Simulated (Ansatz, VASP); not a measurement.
**Two plane-wave programs on BN**

File INCAR:

```
SYSTEM = BN
PREC = Accurate ; ENCUT = 600
EDIFF = 1E-6 ; ISMEAR = 0
SIGMA = 0.05 ; LREAL = .False.
LASPH = .True. ; NELM = 120
ALGO = Normal ; ISIF = 2
LWAVE = .False. ; LCHARG = .False.
GGA = PE ; NBANDS = 11
GGA_COMPAT = .False.
```

File KPOINTS:

```
regular mesh
0
Gamma
  12 12 12
  0 0 0
```

The input POSCAR:

```
BN
1.0
    0.0000000000      1.9590029065      1.9590029065
    1.9590029065      0.0000000000      1.9590029065
    1.8106410864      1.8106410864      0.1483618201
B N
1 1
Direct
    0.0000000000      0.0000000000      0.0000000000
    0.7500000000      0.7500000000      0.7500000000
```

Input for Ansatz:

```yaml
crystal:
  lattice:
    - [0.0, 1.9590029065, 1.9590029065]
    - [1.9590029065, 0.0, 1.9590029065]
    - [1.8106410864, 1.8106410864, 0.1483618201]
  atoms:
    - { symbol: B, position: [0.0, 0.0, 0.0] }
    - { symbol: "N", position: [0.75, 0.75, 0.75] }
basis:
  ecutwfc: 520.0
kpoints:
  mp_grid: { grid: [12, 12, 12] }
hamiltonian:
  xc: pbe
  pseudopotentials: { kind: paw, azcp: { folder: soft_1 } }
scf:
  occupations: { method: gaussian, width: 0.05 }
output:
  forces: true
  stress: true
  eigenvalues: true
```

Alike in both runs: task single point; functional PBE; k mesh 12 × 12 × 12; occupations gaussian, width 0.05 eV; no spin polarisation.

|  | VASP | Ansatz |
| --- | --- | --- |
| version | VASP 6.6.1 | Ansatz 0.2.0 |
| potentials or method | VASP PAW PBE potentials, release 64 (B, N), cutoff 600 eV | scalar-relativistic, plane waves, PAW |
| valence electrons in the cell | 8 | 8 |

Ansatz gave:

```
gap on the k mesh at the Fermi level (eV) : 4.03
least direct gap on the mesh (eV)         : 6.76
rms of the force components (eV/Å)        : 0.109
```

Problem. What did VASP give for the same quantities?

Solution. gap on the k mesh at the Fermi level (eV): 4.02; least direct gap on the mesh (eV): 6.77; rms of the force components (eV/Å): 0.126.

Atom by atom the forces differ by 0.017 eV/Å (rms over components).
